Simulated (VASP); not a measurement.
Wanted: the native input for a VASP 6.6.1 run.

- Task: single point
- Functional: PBE
- Potentials or basis: VASP PAW PBE potentials, release 64 (Si, Cl)
- Cutoff: 500 eV
- k mesh: 4 × 4 × 3
- Occupations: gaussian, width 0.2 eV
- Spin: no spin polarisation
- Dipole correction: no
- Further INCAR settings: ALGO = Normal; EDIFF = 1e-06; NBANDS = 21

The structure of Si3Cl2 lies in POSCAR:

```
Si3Cl2
1.0
    3.5503041842      0.0000000000      0.0000000000
    0.0000000000      3.5503041842      0.0000000000
    0.0000000000      0.0000000000      9.0615410485
Si Cl
3 2
Direct
    0.5000000000      0.0000000000      0.7371958327
    0.0000000000      0.5000000000      0.7371958327
    0.0000000000      0.0000000000      0.5360498098
    0.5000000000      0.5000000000     -0.0139477831
    0.0000000000      0.0000000000      0.3100992279
```

The cell was built from a structure type or drawn by symmetry, and may not be a known phase.

These files were run (other wordings do the same):

INCAR

```
SYSTEM = Si3Cl2
PREC = Accurate ; ENCUT = 500
EDIFF = 1E-6 ; ISMEAR = 0
SIGMA = 0.2 ; LREAL = .False.
LASPH = .True. ; NELM = 120
ALGO = Normal ; ISIF = 2
LWAVE = .False. ; LCHARG = .False.
GGA = PE ; NBANDS = 21
GGA_COMPAT = .False.
```

KPOINTS

```
regular mesh
0
Gamma
  4 4 3
  0 0 0
```

Potentials or basis: VASP PAW PBE potentials, release 64 (Si, Cl).

Command:

```bash
$ cat potpaw_PBE.64/Si/POTCAR potpaw_PBE.64/Cl/POTCAR > POTCAR
$ mpirun -np 1 vasp_std > vasp.out
```

It gave:

* Pressure: 0.1 GPa
* Largest force: 0.064 eV/Å
* Band gap on the k mesh: zero (bands 13 and 14 overlap by 0.99 eV)

Caveat: the k points lie up to 0.44 Å⁻¹ apart, too coarse for converged energies and pressures of a metal; this functional lacks dispersion, which binds the layers, so the pressure and a relaxed spacing across them are unreliable.

It took 23 s on 1 thread of Intel(R) Xeon(R) Platinum 8488C (Sapphire Rapids), on a shared host, peak memory 0.22 GiB.
